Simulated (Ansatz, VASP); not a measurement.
**Two plane-wave programs on TiNi**

```
Ti Ni
1.0
     2.59901    0.00000    0.00000
     0.00000    2.59901    0.00000
     0.00000    0.00000    3.49187
Ti Ni
1 1
Direct
  0.50000 0.50000 0.50000
  0.00000 0.00000 0.00000
```

Change from the starting cell: strain -0.050 along x and y, -0.025 along z, atoms carried along.

Alike in both runs: task single point; functional PBEsol; k mesh 18 × 18 × 14; occupations gaussian, width 0.15 eV; no spin polarisation.

|  | VASP | Ansatz |
| --- | --- | --- |
| version | VASP 6.6.1 | Ansatz 0.2.0 |
| potentials or method | VASP PAW PBE potentials, release 64 (Ti_sv, Ni), cutoff 520 eV | scalar-relativistic, plane waves, PAW |
| valence electrons in the cell | 22 | 30 |

|  | VASP | Ansatz | Ansatz less VASP |
| --- | --- | --- | --- |
| gap on the k mesh at the Fermi level (eV) | none | none | - |
| pressure (GPa) | 17.5 | 17.9 | +0.40 |
| traceless stress, the component that is largest in VASP (GPa) | -0.61 | -0.42 | +0.193 |

VASP's potentials were made for PBE, not for PBEsol. A gap of «none» marks a metal or a gap that the smearing closes. The functional is the same, so the differences come from potentials, cutoffs and numerics. VASP's potentials hold 22 valence electrons a cell and Ansatz's 30, so a difference there can come from the potentials and not from the codes.
